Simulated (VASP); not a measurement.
Here is a VASP 6.6.1 calculation.

INCAR

```
PREC = Accurate ; ENCUT = 520
EDIFF = 1E-7 ; ISMEAR = -1
SIGMA = 0.06122561905347299 ; LREAL = False
LASPH = True ; NELM = 80
ALGO = Normal ; ISIF = 2
LWAVE = False ; LCHARG = True
GGA = PE ; LELF = True
LVHAR = True ; NBANDS = 24
```

Contents of KPOINTS:

```
Automatic mesh
0
Gamma
  9 9 9
```

File POSCAR:

```
PbO3
1.0
    4.2381627547      0.0000000000      0.0000000000
    0.0000000000      4.2381627547      0.0000000000
    0.0000000000      0.0000000000      4.2381627547
Pb O
1 3
Direct
    0.0000000000      0.0000000000      0.0000000000
    0.5000000000      0.0000000000      0.0000000000
    0.0000000000      0.5000000000      0.0000000000
    0.0000000000      0.0000000000      0.5000000000
```

Potentials or basis: VASP PAW PBE potentials, release 64 (Pb_d, O).

Command:

```bash
$ cat potpaw_PBE.64/Pb_d/POTCAR potpaw_PBE.64/O/POTCAR > POTCAR
$ mpirun -np 1 vasp_std > vasp.out
```

**Question.** Predict the pressure.

**Answer.** 2.6 GPa.

**Question.** Estimate the band gap on the k mesh.

**Answer.** Zero (bands 16 and 17 overlap by 0.71 eV).

Caveat: semilocal functionals underestimate gaps, and a narrow one can read as zero; spin-orbit coupling is left out, which moves the levels of the heavy elements.
